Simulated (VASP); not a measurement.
Write the native input for VASP 6.6.1 that does the following.

- Task: single point
- Functional: PBEsol
- Potentials or basis: VASP PAW PBE potentials, release 64 (Ru_pv)
- Cutoff: 520 eV
- k mesh: 21 × 21 × 12
- Occupations: gaussian, width 0.15 eV
- Spin: no spin polarisation
- Dipole correction: no
- Further INCAR settings: ALGO = Fast; EDIFF = 1e-06; NBANDS = 21

The structure of Ru lies in POSCAR:

```
Ru
1.0
    2.5469383858      0.0000000000      0.0000000000
   -1.2734691929      2.2057133440      0.0000000000
    0.0000000000      0.0000000000      4.3629054549
Ru
2
Direct
    0.3333333333      0.6666666667      0.2500000000
    0.6666666667      0.3333333333      0.7500000000
```

This cell differs from its parent crystal: volume 12.255 Å^3 an atom, c/a of the conventional cell 1.7130.

One way to write it, as run:

INCAR

```
SYSTEM = Ru
  PREC = Accurate
  ENCUT = 520
  EDIFF = 1E-6
  ISMEAR = 0
  SIGMA = 0.15
  LREAL = .FALSE.
  LASPH = .TRUE.
  NELM = 100
  ALGO = Fast
  ISIF = 2
  LWAVE = .FALSE.
  LCHARG = .FALSE.
  GGA = PS
  NBANDS = 21
```

KPOINTS

```
Automatic mesh
0
G
  21 21 12
  0 0 0
```

Potentials or basis: VASP PAW PBE potentials, release 64 (Ru_pv).

The run is started by

```sh
$ cat potpaw_PBE.64/Ru_pv/POTCAR > POTCAR
$ mpirun -np 1 vasp_std > vasp.out
```

Results of the run:

| Property | Result |
| --- | --- |
| Pressure | 37.3 GPa |
| Band gap on the k mesh | zero (band 14 reaches 16.58 eV, above the bottom of band 15 at 13.12 eV) |

Caveat: the PAW data sets were made with another functional, which shifts forces and pressure a little.

Run time: 72 s on 1 thread of AMD EPYC 9R45 96-Core Processor (Zen 5) (shared host), peak memory 0.21 GiB.
